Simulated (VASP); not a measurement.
KF: single point with PBE

The system is KF.

```
K F
1.0
     3.31974   -1.91124   -0.00746
     3.31974    1.91124   -0.00746
    -2.21947    0.00000    6.26892
K F
2 2
Direct
  0.50000 0.00000 0.00000
  0.00000 0.50000 0.50000
  0.75008 0.24992 0.75000
  0.24992 0.75008 0.25000
```

* Program: VASP 6.6.1
* Task: single point
* Functional: PBE
* Potentials or basis: VASP PAW PBE potentials, release 64 (K_sv, F)
* Cutoff: 520 eV
* k mesh: 6 × 6 × 4
* Occupations: gaussian, width 0.1 eV
* Spin: no spin polarisation

```
Pressure               : 0.1 GPa
Band gap on the k mesh : 5.95 eV
```

Stress tensor (GPa, compression positive):
```
0.02 0.00 0.08
0.00 0.15 0.00
0.08 0.00 0.03
```

Levels at points of the mesh, in eV from the valence-band top:
```tsv
k point	band 14	band 15	band 16	band 17	band 18	band 19
(0.00, 0.00, 0.00)	-0.01	0.00	0.00	5.95	8.89	10.29
(0.50, 0.00, 0.00)	-0.24	-0.19	-0.19	8.97	8.97	9.68
(0.50, 0.50, 0.00)	-0.24	-0.07	-0.06	8.17	8.89	10.07
(0.00, 0.00, 0.50)	-0.16	-0.16	-0.16	7.42	7.42	9.96
(0.50, 0.00, 0.50)	-0.23	-0.07	-0.07	8.16	8.90	10.07
(0.50, 0.50, 0.50)	-0.24	-0.19	-0.19	8.99	8.99	9.68
```

Wall time 56 s on 1 thread of AMD EPYC 9R45 96-Core Processor (Zen 5), with other jobs on the host, peak memory 0.19 GiB.

A k mesh can miss the band edges.
